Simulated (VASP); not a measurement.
# H16CO10 in VASP: a series of runs

Runs on H16CO10. Level: PBE+D3(BJ). Tasks: single point.

Program: VASP 6.6.1. These are calculated values, not measurements. Logs are shortened: lines on timing, memory, paths and dates and some standing lists are left out, and cuts for length are marked.

## 1. The cell of the first run

The cell holds a disordered packing, 27 atoms: a = 6.956 Å, b = 6.956 Å, c = 6.956 Å, α = 90.00°, β = 90.00°, γ = 90.00°.

## 2. Single point, PBE+D3(BJ)

Input file INCAR:

```
SYSTEM = H16CO10
PREC = Accurate ; ENCUT = 520
EDIFF = 1E-6 ; ISMEAR = -1
SIGMA = 0.02 ; LREAL = Auto
LASPH = .True. ; NELM = 100
ALGO = Normal ; ISIF = 2
LWAVE = .False. ; LCHARG = .False.
GGA = PE ; IVDW = 12
NBANDS = 59
```

Input file KPOINTS:

```
regular mesh
0
Gamma
  1 1 1
  0 0 0
```

Input file POSCAR:

```
H16CO10
1.0
    6.9561890000      0.0000000000      0.0000000000
    0.0000000000      6.9561890000      0.0000000000
    0.0000000000      0.0000000000      6.9561890000
O H C
10 16 1
Direct
    0.3676582106      0.7198481812      0.4863438874
    0.6987015448      0.7010591575      0.7140691548
    0.9870490868      0.1174637434      0.1995057926
    0.3402581500     -0.0048733581      0.2508557487
    0.9845764685     -0.0226417080      0.5959585054
    0.2926171212      0.1969756716      0.8054697766
    0.0936001020      0.5684865664      0.6998947268
   -0.0426526651      0.4653553835      0.3427307682
    0.4460919621      0.5030771878      0.1443175279
    0.6787912174      0.3442258398     -0.0465484765
    0.3432482930      0.8310728763      0.3870941402
    0.4171105759      0.6227404115      0.4004204026
    0.6995353346      0.5697660026      0.6959270371
    0.5746249850      0.7417998562      0.6590677740
    0.9570901538      0.1319544365      0.0627211250
    0.9657730691      0.2440704242      0.2529977262
    0.2053423218      0.0485754484      0.2289328251
    0.3892648690     -0.0316696398      0.1295680724
    0.9692376098     -0.0026451265      0.4566580925
    0.8616499638     -0.0834939936      0.6357504087
    0.2058742222      0.1321413205      0.7160817511
    0.2145283862      0.3116217803      0.8181635088
   -0.0010925523      0.6657668445      0.7245490311
    0.1869414416      0.6333065418      0.6100754307
   -0.0096892134      0.4763384089      0.4805217340
    0.0209310012      0.5700247650      0.2774507708
    0.5603355515      0.4271160545      0.0458871948
```

Potentials or basis: VASP PAW PBE potentials, release 64 (O, H, C).

Launch:

```bash
> cat potpaw_PBE.64/O/POTCAR potpaw_PBE.64/H/POTCAR potpaw_PBE.64/C/POTCAR > POTCAR
> mpirun -np 1 vasp_gam > vasp.out
```

OUTCAR:

```text
SYSTEM = H16CO10
   PREC = Accurate
   ENCUT = 520
   EDIFF = 1E-6
   ISMEAR = -1
   LREAL = Auto
   LASPH = .True.
   NELM = 100
   ISIF = 2
   GGA = PE
   IVDW = 12
 IVDW          = 12

 ion  position               nearest neighbor table
   1  0.368  0.720  0.486-  12 0.97  11 1.05
   2  0.699  0.701  0.714-  13 0.92  14 0.99
   3  0.987  0.117  0.200-  16 0.97  15 0.98
   4  0.340  0.995  0.251-  18 0.93  17 1.02
   5  0.985  0.977  0.596-  19 0.98  20 0.99
   6  0.293  0.197  0.805-  22 0.97  21 0.98
   7  0.094  0.568  0.700-  23 0.96  24 1.01
   8  0.957  0.465  0.343-  26 0.97  25 0.99
   9  0.446  0.503  0.144-  27 1.17
  10  0.679  0.344  0.953-  27 1.19
  11  0.343  0.831  0.387-   1 1.05
  12  0.417  0.623  0.400-   1 0.97
  13  0.700  0.570  0.696-   2 0.92
  14  0.575  0.742  0.659-   2 0.99
[... 10 lines left out ...]
  25  0.990  0.476  0.481-   8 0.99
  26  0.021  0.570  0.277-   8 0.97
  27  0.560  0.427  0.046-   9 1.17  10 1.19

  LATTYP: Found a simple cubic cell.
 ALAT       =     6.9561890000

  Lattice vectors:

 A1 = (   6.9561890000,   0.0000000000,   0.0000000000)
 A2 = (   0.0000000000,   6.9561890000,   0.0000000000)
 A3 = (   0.0000000000,   0.0000000000,   6.9561890000)

Analysis of symmetry for initial positions (statically):
=====================================================================
 Subroutine PRICEL returns:
 Original cell was already a primitive cell.

 Routine SETGRP: Setting up the symmetry group for a
 simple cubic supercell.

 Subroutine GETGRP returns: Found  1 space group operations
 (whereof  1 operations were pure point group operations)
 out of a pool of 48 trial point group operations.

The static configuration has the point symmetry C_1 .

Analysis of symmetry for dynamics (positions and initial velocities):
=====================================================================
 Subroutine PRICEL returns:
 Original cell was already a primitive cell.

 Routine SETGRP: Setting up the symmetry group for a
 simple cubic supercell.

 Subroutine GETGRP returns: Found  1 space group operations
 (whereof  1 operations were pure point group operations)
 out of a pool of 48 trial point group operations.

The dynamic configuration has the point symmetry C_1 .

 Subroutine INISYM returns: Found  1 space group operations
 (whereof  1 operations are pure point group operations),
 and found     1 'primitive' translations

----------------------------------------------------------------------------------------

                                     Primitive cell

  volume of cell :     336.6000

  direct lattice vectors                    reciprocal lattice vectors
     6.956189000  0.000000000  0.000000000     0.143756876  0.000000000  0.000000000
     0.000000000  6.956189000  0.000000000     0.000000000  0.143756876  0.000000000
     0.000000000  0.000000000  6.956189000     0.000000000  0.000000000  0.143756876

  length of vectors
     6.956189000  6.956189000  6.956189000     0.143756876  0.143756876  0.143756876

  position of ions in fractional coordinates (direct lattice)
     0.367658211  0.719848181  0.486343887
     0.698701545  0.701059157  0.714069155
     0.987049087  0.117463743  0.199505793
     0.340258150  0.995126642  0.250855749
     0.984576469  0.977358292  0.595958505
     0.292617121  0.196975672  0.805469777
[... 19 lines left out ...]
     0.020931001  0.570024765  0.277450771
     0.560335552  0.427116054  0.045887195

  ion indices of the primitive-cell ions
   primitive index   ion index
                 1           1
                 2           2
                 3           3
                 4           4
                 5           5
                 6           6
[... 19 lines left out ...]
                26          26
                27          27

----------------------------------------------------------------------------------------

 KPOINTS: regular mesh

Automatic generation of k-mesh.
 Grid dimensions read from file:
 generate k-points for:    1    1    1

 Generating k-lattice:

[... 41 lines left out ...]
   TEBEG  =    0.0;   TEEND  =   0.0 temperature during run
   PSTRESS=    0.0 pullay stress
   NELECT =      80.0000    total number of electrons
   NUPDOWN=      -1.0000    fix difference up-down
   EMIN   =  10.00;   EMAX   =-10.00  energy-range for DOS
   EFERMI =   0.00;   METHOD = LEGACY
   ISMEAR =    -1;   SIGMA  =   0.02  broadening in eV -4-tet -1-fermi 0-gaus
   EFERMI_NEDOS =   21; number of points for ismear=-14 and -15
   IALGO  =     38    algorithm
   IMIX   =      4    mixing-type and parameters
     AMIX     =   0.40;   BMIX     =  1.00
     AMIX_MAG =   1.60;   BMIX_MAG =  1.00
  volume/ion in A,a.u.               =      12.47        84.13
  Fermi-wavevector in a.u.,A,eV,Ry     =   1.014067  1.916309 13.991313  1.028333
  Thomas-Fermi vector in A             =   2.147273
   LORBIT       =      0    0 simple, 1 ext, 2 COOP (PROOUT), +10 PAW based schemes
   GGA     = PE    functional components
   LHFCALC =     F    Hartree Fock is set to
   AEXX    =    0.0000 exact exchange contribution
   IVDW    =    12    specifies the selected vdW correction
   LEPSILON=     F    determine dielectric tensor
   LRPA    =     F    only Hartree local field effects (RPA)
 non-spin polarized calculation
  energy-cutoff  :      520.00
  volume of cell :      336.60
 maximum number of plane-waves:      4523
 NGX is ok and might be reduce to    50
   NGX = 25   NGY = 25   NGZ = 25

 number of electron      79.9999981 magnetization

 Free energy of the ion-electron system (eV)
  ---------------------------------------------------
  ext. energy  EPLUGINS =         0.00000000
  ---------------------------------------------------
  free energy    TOTEN  =      -139.40896040 eV

  energy without entropy =     -139.40896040  energy(sigma->0) =     -139.40896040

 E-fermi :  -3.2492     XC(G=0):  -6.2659

 val. band max:       -3.7988112099   @ k =   0.0000   0.0000   0.0000
 cond. band min:       0.6606084735   @ k =   0.0000   0.0000   0.0000
 fundamental gap:      4.4594196834
 Fermi energy:        -3.2492396969

 k-point     1 :       0.0000    0.0000    0.0000
  band No.  band energies     occupation
      1     -26.3204      2.00000
      2     -25.2122      2.00000
      3     -23.1235      2.00000
      4     -22.8521      2.00000
      5     -22.6772      2.00000
      6     -22.4950      2.00000
[... 44 lines left out ...]
     51       5.7573      0.00000
     52       5.9211      0.00000
 [bands above 52 left out]

------------------------ aborting loop because EDIFF is reached ----------------------------------------

 Edisp (eV)   -0.84921

 E8    (eV) :    -0.1800

  FORCE on cell =-STRESS in cart. coord.  units (eV):
  Direction    XX          YY          ZZ          XY          YZ          ZX
  --------------------------------------------------------------------------------------
  -------------------------------------------------------------------------------------
  Total      -0.71034     5.40125     0.78081    -0.75824     2.16366    -0.75829
  in kB      -3.38116    25.70935     3.71654    -3.60912    10.29878    -3.60938
  external pressure =        8.68 kB  Pullay stress =        0.00 kB

 VOLUME and BASIS-vectors are now :
 -----------------------------------------------------------------------------
  energy-cutoff  :      520.00
  volume of cell :      336.60
      direct lattice vectors                 reciprocal lattice vectors
     6.956189000  0.000000000  0.000000000     0.143756876  0.000000000  0.000000000
     0.000000000  6.956189000  0.000000000     0.000000000  0.143756876  0.000000000
     0.000000000  0.000000000  6.956189000     0.000000000  0.000000000  0.143756876

 POSITION                                       TOTAL-FORCE (eV/Angst)
 -----------------------------------------------------------------------------------
      2.55750      5.00740      3.38310        -0.178889      0.594660     -0.294620
      4.86030      4.87670      4.96720        -0.236958      3.116740      0.623865
      6.86610      0.81710      1.38780         0.001996     -1.236394     -0.903635
      2.36690      6.92229      1.74500        -1.403915      0.751804      2.037880
      6.84890      6.79869      4.14560        -0.559362     -0.029869     -0.239315
      2.03550      1.37020      5.60300        -0.376338     -0.133051     -0.073791
[... 19 lines left out ...]
      0.14560      3.96520      1.93000         0.186162      0.168685     -0.005364
      3.89780      2.97110      0.31920         1.433611     -1.258336     -0.737036
 -----------------------------------------------------------------------------------
    total drift:                                0.006781      0.009084      0.006431

  FREE ENERGIE OF THE ION-ELECTRON SYSTEM (eV)
  ---------------------------------------------------
  free  energy   TOTEN  =      -140.2581736856 eV

  energy  without entropy=     -140.2581736856  energy(sigma->0) =     -140.25817369
```

It took 66 s on 1 thread of AMD EPYC 7R13, shared host; peak memory 0.31 GiB.

What came out:

| Property | Result |
| --- | --- |
| Free energy | -140.2582 eV |
| Pressure | 0.9 GPa |
| Largest force | 3.187 eV/Å |
| Dispersion energy per atom | -0.031 eV |

Forces in eV/Å, atoms in the order of the input:
```
O   -0.179  0.595 -0.295
O   -0.237  3.117  0.624
O    0.002 -1.236 -0.904
O   -1.404  0.752  2.038
O   -0.559 -0.030 -0.239
O   -0.376 -0.133 -0.074
O    0.453 -0.771 -0.339
O   -0.562 -0.389 -0.139
O   -0.066  0.095 -0.265
O   -1.219  0.974  0.898
H    0.241 -0.141  0.685
H    0.199 -0.557 -0.100
H    0.181 -2.966 -0.411
H   -0.151  0.011 -0.253
H    0.068 -0.217  0.298
H   -0.044  1.476  0.559
H    0.502 -0.117 -0.080
H    0.910 -0.410 -2.346
H   -0.034 -0.036  0.307
H    0.538  0.125 -0.136
H    0.104 -0.798 -0.193
H    0.055  0.938  0.257
H   -0.481  0.525  0.221
H    0.198  0.013  0.398
H    0.240  0.271  0.232
H    0.186  0.169 -0.005
C    1.434 -1.258 -0.737
```

Caveat: the k points lie up to 0.90 Å⁻¹ apart, too coarse for converged energies, forces and pressures.

## 3. Single point, PBE+D3(BJ)

Input file INCAR:

```
SYSTEM = H16CO10
PREC = Accurate
ENCUT = 520
EDIFF = 1E-6
ISMEAR = -1
SIGMA = 0.02
LREAL = Auto
LASPH = .True.
NELM = 80
ALGO = Normal
ISIF = 2
LWAVE = .False.
LCHARG = .True.
GGA = PE
IVDW = 12
LELF = .True.
LVHAR = .True.
NBANDS = 59
```

Input file KPOINTS:

```
Automatic mesh
0
Gamma
  1 1 1
  0 0 0
```

Input file POSCAR:

```
H16CO10
1.0
    6.9561890000      0.0000000000      0.0000000000
    0.0000000000      6.9561890000      0.0000000000
    0.0000000000      0.0000000000      6.9561890000
O H C
10 16 1
Direct
    0.3761686176      0.7151042043      0.4876520750
    0.6978677549      0.7007572681      0.6879772818
    0.9922530857      0.1284180174      0.2341368241
    0.3536850422      0.0089560534      0.2232544285
    1.0016691611     -0.0415888642      0.5997249356
    0.2833160514      0.1973350638      0.8001076451
    0.1040080998      0.5400227050      0.6924049936
   -0.0505592933      0.5039684804      0.3416525917
    0.4654128863      0.4738801663      0.1619133695
    0.6844121113      0.3543463238     -0.0614129375
    0.3646393162      0.8217574307      0.4007222920
    0.3868928806      0.6007312337      0.4062138047
    0.7386372049      0.5741793387      0.6330765308
    0.5591423695      0.7016916878      0.6481135001
    0.9040582422      0.0995803881      0.1289786692
    0.9646805169      0.2688109826      0.2711542196
    0.2258564280      0.0695927037      0.2033584769
    0.4110152844      0.0149507151      0.0884967329
    0.9943950632      0.0047871040      0.4621064781
    0.8794614407     -0.1065525965      0.6148337833
    0.1970906771      0.0995947637      0.7579437534
    0.2113944863      0.3182345966      0.7736563800
    0.0221529346      0.6164007332      0.7790041357
    0.1924042029      0.6396030930      0.6384242866
    0.0032920325      0.4974562940      0.4792279221
    0.0563383197      0.5647776390      0.2785145717
    0.5694497375      0.4065875726      0.0478566640
```

Potentials or basis: VASP PAW PBE potentials, release 64 (O, H, C).

Launch:

```bash
> cat potpaw_PBE.64/O/POTCAR potpaw_PBE.64/H/POTCAR potpaw_PBE.64/C/POTCAR > POTCAR
> mpirun -np 1 vasp_gam > vasp.out
```

It took 71 s on 1 thread of AMD EPYC 7R13, shared host; peak memory 0.32 GiB.

It converged, with:

```
Free energy                : -140.2622 eV
Pressure                   : -0.1 GPa
Largest force              : 2.098 eV/Å
Dispersion energy per atom : -0.032 eV
```

Forces in eV/Å, atoms in the order of the input:
```
O   -0.349 -1.647  0.857
O   -0.091 -1.295 -0.262
O   -0.556  0.971  0.080
O    0.882 -0.020 -1.904
O    0.412  0.617 -1.167
O    0.585  1.307  0.534
O   -0.188  0.543  0.604
O    0.163 -0.757  1.108
O   -0.642 -0.037  0.220
O    0.719 -0.838 -0.734
H   -0.039  1.422 -1.077
H    0.225  0.281  0.029
H   -0.188  1.118  0.449
H    0.640  0.479 -0.124
H    0.165  0.039  0.100
H    0.243 -0.673 -0.237
H   -0.033 -0.079  0.193
H   -0.738 -0.151  1.715
H    0.180 -0.187  1.003
H   -0.655 -0.467  0.342
H   -0.917 -0.999 -0.602
H    0.350 -0.423  0.102
H    0.059 -0.373 -0.317
H    0.134 -0.101 -0.186
H   -0.589  0.137 -0.671
H    0.294  0.406 -0.578
C   -0.068  0.725  0.523
```

Stress tensor (GPa, compression positive):
```
 1.20  0.25 -0.42
 0.25 -0.35 -0.18
-0.42 -0.18 -1.14
```

Levels at points of the mesh, in eV from the Fermi level:
```csv
k point,band 36,band 37,band 38,band 39,band 40,band 41,band 42,band 43,band 44,band 45
"(0.00, 0.00, 0.00)",-1.71,-1.17,-1.09,-0.68,-0.55,3.51,5.20,5.27,6.23,6.49
```

Caveat: the k points lie up to 0.90 Å⁻¹ apart, too coarse for converged energies, forces and pressures.

## 4. Single point, PBE+D3(BJ)

Input file INCAR:

```
ALGO = Normal
EDIFF = 1E-6
ENCUT = 520
GGA = PE
ISIF = 2
ISMEAR = -1
IVDW = 12
LASPH = True
LCHARG = True
LELF = True
LREAL = Auto
LVHAR = True
LWAVE = False
NBANDS = 59
NELM = 60
PREC = Accurate
SIGMA = 0.02
```

Input file KPOINTS:

```
k-points
0
Gamma
  1 1 1
```

Input file POSCAR:

```
H16CO10
1.0
    6.9561890000      0.0000000000      0.0000000000
    0.0000000000      6.9561890000      0.0000000000
    0.0000000000      0.0000000000      6.9561890000
O H C
10 16 1
Direct
    0.4016567117      0.7353451725      0.4588288214
    0.6977383737      0.6917293363      0.6967464513
    0.9765260835      0.1411405009      0.2442860595
    0.3534119041      0.0058221535      0.2004402123
    1.0005047304     -0.0343003906      0.5979567260
    0.2662808615      0.1587794696      0.8121832227
    0.1015929843      0.5674227655      0.7575843612
   -0.0669619529      0.5220818468      0.3624398360
    0.4459769566      0.4691218137      0.1514478689
    0.6968758324      0.3676869619     -0.0427964220
    0.3729197122      0.8385626095      0.3600678475
    0.4240540330      0.6172776502      0.3811282298
    0.7474638771      0.5813384311      0.6258168086
    0.5828910054      0.7301986763      0.6108373421
    0.9365185449      0.1233433997      0.1142292137
    0.9454745982      0.2838192004      0.2645270277
    0.2472330755      0.0856359711      0.2502807212
    0.3277225504      0.0093010699      0.0676951129
    0.9515555141      0.0299589330      0.4876808264
    0.9064589821     -0.1295536967      0.6398762311
    0.1866683036      0.0672782180      0.7443012259
    0.1837787904      0.2755675557      0.8303397162
    0.0139587927      0.6734290860      0.7882333272
    0.2097844093      0.6289794599      0.6966026944
   -0.0094879538      0.5120332412      0.4878533346
   -0.0316265127      0.6405662641      0.2977923688
    0.5671496275      0.4250747069      0.0414307317
```

Launch:

```bash
> cat potpaw_PBE.64/O/POTCAR potpaw_PBE.64/H/POTCAR potpaw_PBE.64/C/POTCAR > POTCAR
> mpirun -np 1 vasp_gam > vasp.out
```

Wall time 68 s (1 thread of AMD EPYC 7R13, shared host); peak memory 0.32 GiB.

The run converged. Its results:

```
Free energy                : -140.0983 eV
Pressure                   : 0.7 GPa
Largest force              : 2.780 eV/Å
Dispersion energy per atom : -0.031 eV
```

Forces in eV/Å, atoms in the order of the input:
```
O   -0.089 -0.814 -0.234
O   -0.507  0.358 -0.596
O   -0.163  1.861  0.866
O    0.076  0.249  2.139
O    0.864 -0.667  1.393
O    0.072  1.371  1.037
O   -0.658 -0.239  0.216
O   -0.930 -0.675 -1.054
O   -0.391  0.329 -0.545
O    1.956 -0.795 -1.809
H    0.254 -0.243  0.121
H   -0.190  0.849  0.388
H   -0.081  0.025  0.113
H    0.706 -0.055  0.491
H   -0.295 -0.403 -0.925
H    0.468 -1.040  0.101
H   -0.004 -0.141 -0.026
H   -0.134  0.082 -2.251
H   -0.509  0.500 -1.292
H   -0.762  0.048 -0.190
H   -0.719 -0.286 -0.696
H    0.636 -0.919 -0.281
H    0.155 -0.432  0.069
H    0.658  0.424 -0.489
H    0.810  0.473  0.726
H    0.276 -0.010  0.459
C   -1.500  0.150  2.268
```

Stress tensor (GPa, compression positive):
```
 1.10  0.09 -0.07
 0.09 -0.78  0.33
-0.07  0.33  1.76
```

Levels at points of the mesh, in eV from the Fermi level:
```tsv
k point	band 37	band 38	band 39	band 40	band 41	band 42	band 43	band 44
(0.00, 0.00, 0.00)	-0.87	-0.82	-0.68	-0.56	3.86	5.37	5.84	6.87
```

Caveat: the k points lie up to 0.90 Å⁻¹ apart, too coarse for converged energies, forces and pressures.

## 5. Summary

| cell | pressure (GPa) | largest force (eV/Å) |
| --- | --- | --- |
| as given, atomic positions A | 0.9 | 3.19 |
| as given, atomic positions B | -0.1 | 2.10 |
| as given, atomic positions C | 0.7 | 2.78 |

Alike in all rows: task single point; level PBE+D3(BJ); potentials or basis VASP PAW PBE potentials, release 64 (O, H, C); no spin polarisation; k mesh 1 × 1 × 1; cutoff (eV) 520; smearing fermi-dirac 0.02 eV.

Caveats: all runs use coarse meshes.

Total energies depend on the potentials used, so only differences within one code and one set of settings carry meaning.
